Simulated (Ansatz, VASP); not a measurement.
Si in VASP and in Ansatz

Contents of INCAR:

```
  PREC = Accurate
  ENCUT = 450
  EDIFF = 1E-7
  ISMEAR = 0
  SIGMA = 0.02
  LREAL = F
  LASPH = T
  NELM = 120
  ALGO = Normal
  ISIF = 2
  LWAVE = F
  LCHARG = F
  GGA = CA
  IBRION = 2
  NSW = 60
  EDIFFG = -0.002
  GGA_COMPAT = F
  NELMIN = 4
```

KPOINTS

```
regular mesh
0
Gamma
  9 9 6
```

The input POSCAR:

```
Si
1.0
    3.7963356680      0.0000000000      0.0000000000
   -1.8981678340      3.2877231297      0.0000000000
    0.0000000000      0.0000000000      6.3827331728
Si
4
Direct
    0.3333333333      0.6666666667      0.0011666588
    0.6666666667      0.3333333333      0.5011666588
    0.3333333333      0.6666666667      0.3728333412
    0.6666666667      0.3333333333      0.8728333412
```

Input for Ansatz:

```yaml
crystal:
  lattice:
    - [3.796335668, 0.0, 0.0]
    - [-1.898167834, 3.2877231297, 0.0]
    - [0.0, 0.0, 6.3827331728]
  atoms:
    - { symbol: Si, position: [0.3333333333, 0.6666666667, 0.0011666588] }
    - { symbol: Si, position: [0.6666666667, 0.3333333333, 0.5011666588] }
    - { symbol: Si, position: [0.3333333333, 0.6666666667, 0.3728333412] }
    - { symbol: Si, position: [0.6666666667, 0.3333333333, 0.8728333412] }
basis:
  ecutwfc: 420
kpoints:
  mp_grid: { grid: [9, 9, 6] }
hamiltonian:
  xc: lda
  pseudopotentials: { kind: paw, azcp: { folder: soft_1 } }
scf:
  occupations: { method: gaussian, width: 0.02 }
output:
  forces: true
  stress: true
  eigenvalues: true
  write_density: true
  write_potential: true
  elf: true
  volumetric_format: npy
relax:
  adjacent_minimum: "off"
  f_tol: 0.002
  max_steps: 40
```

Change from the starting cell: strained cell.

Alike in both runs: task relaxation of the atoms; functional LDA; k mesh 9 × 9 × 6; occupations gaussian, width 0.02 eV; no spin polarisation.

|  | VASP | Ansatz |
| --- | --- | --- |
| version | VASP 6.6.1 | Ansatz 0.2.0 |
| potentials or method | VASP PAW LDA potentials, release 64 (Si), cutoff 450 eV | scalar-relativistic, plane waves, PAW |
| valence electrons in the cell | 16 | 16 |

```csv
,VASP,Ansatz,Ansatz less VASP
"gap on the k mesh at the Fermi level, each at its own relaxed structure (eV)",0.38,0.38,+0.004
```

Ansatz warns that its potentials were made for another functional, while VASP's fit it. LDA's correlation is that of Perdew and Zunger in VASP and of Perdew and Wang (1992) in Ansatz. Ansatz's warnings: stress scf threshold loose.
